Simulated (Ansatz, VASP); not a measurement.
## Nb: VASP beside Ansatz

INCAR

```
ALGO = Normal
EDIFF = 1E-6
ENCUT = 520
GGA = PS
ISIF = 2
ISMEAR = -1
LASPH = T
LCHARG = F
LREAL = F
LWAVE = F
NBANDS = 20
NELM = 80
PREC = Accurate
SIGMA = 0.05
```

File KPOINTS:

```
k-points
0
Gamma
  9 9 9
```

File POSCAR:

```
Nb
1.0
    0.0000000000      2.8296800281      2.8296800281
    2.8296800281      0.0000000000      2.8296800281
    2.8296800281      2.8296800281      0.0000000000
Nb
2
Direct
   -0.2825000000     -0.0725000000     -0.0725000000
    0.2825000000      0.0725000000      0.0725000000
```

Input for Ansatz:

```yaml
crystal:
  lattice:
    - [0.0, 2.8296800281, 2.8296800281]
    - [2.8296800281, 0.0, 2.8296800281]
    - [2.8296800281, 2.8296800281, 0.0]
  atoms:
    - { symbol: Nb, position: [-0.2825, -0.0725, -0.0725] }
    - { symbol: Nb, position: [0.2825, 0.0725, 0.0725] }
kpoints:
  mp_grid: { grid: [9, 9, 9] }
scf:
  occupations: { method: fermi_dirac, width: 0.05 }
hamiltonian:
  xc: pbesol
  pseudopotentials: { kind: all_electron, lapw: { basis_error: 0.001 } }
output:
  forces: true
  stress: true
  eigenvalues: true
  populations: true
```

Change from the starting cell: shortest bond scaled by 0.58, LAPW.

Alike in both runs: task single point; functional PBEsol; k mesh 9 × 9 × 9; occupations fermi-dirac, width 0.05 eV; no spin polarisation.

```csv
,VASP,Ansatz
version,VASP 6.6.1,Ansatz 0.2.0
potentials or method,"VASP PAW PBE potentials, release 64 (Nb_sv), cutoff 520 eV","all-electron LAPW, scalar-relativistic"
```

VASP gave:

| Quantity | Value |
| --- | --- |
| pressure (GPa) | 222.6 |
| traceless stress, the component that is largest in VASP (GPa) | -219.93 |
| rms of the force components (eV/Å) | 75.474 |

Question: Which values does Ansatz return?

Answer: Pressure (GPa): 211.3; traceless stress, the component that is largest in VASP (GPa): -208.70; rms of the force components (eV/Å): 71.494.

VASP's potentials were made for PBE, not for PBEsol. Atom by atom the forces differ by 3.981 eV/Å (rms over components). Both programs put the cell under a high pressure, so it lies far from rest at this level. Ansatz ran all-electron here, and VASP with PAW potentials.

Noted on VASP's run: the cell as given lies far from equilibrium.
